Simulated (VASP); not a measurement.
**Pt: single point with PBEsol**

Crystal: Pt.

```
CELL_PARAMETERS angstrom
2.70578 0.00000 0.00000
-1.35289 2.34327 0.00000
0.00000 0.00000 4.62100
ATOMIC_POSITIONS crystal
Pt 0.33333 0.66667 0.25000
Pt 0.66667 0.33333 0.75000
```

This isn't the form of Pt at room conditions, which is fcc.

| Property | Result |
| --- | --- |
| Program | VASP 6.6.1 |
| Task | single point |
| Functional | PBEsol |
| Potentials or basis | VASP PAW PBE potentials, release 64 (Pt) |
| Cutoff | 520 eV |
| k mesh | 11 × 11 × 6 |
| Occupations | fermi-dirac, width 0.05 eV |
| Spin | no spin polarisation |

* Pressure: 9.6 GPa
* Band gap on the k mesh: zero (bands 10 and 11 overlap by 1.33 eV)

Stress tensor (GPa, compression positive):
```
9.71 0.00 0.00
0.00 9.71 0.00
0.00 0.00 9.49
```

Levels at points of the mesh, in eV from the Fermi level:
| k point | band 6 | band 7 | band 8 | band 9 | band 10 | band 11 | band 12 | band 13 | band 14 | band 15 |
| --- | --- | --- | --- | --- | --- | --- | --- | --- | --- | --- |
| (0.00, 0.00, 0.00) | -3.41 | -3.41 | -2.16 | -2.16 | -1.02 | -0.26 | -0.26 | 5.36 | 14.87 | 15.87 |
| (0.00, 0.00, 0.50) | -3.87 | -3.87 | -3.87 | -0.92 | -0.92 | -0.92 | -0.92 | 12.71 | 12.71 | 15.47 |

Run time: 24 s on 1 thread of Intel Xeon 8259CL (shared host), peak memory 0.16 GiB.

Caveat: the cell stands under pressure; the PAW data sets were made with another functional, which shifts forces and pressure a little; spin-orbit coupling is left out, which moves the levels of the heavy elements.
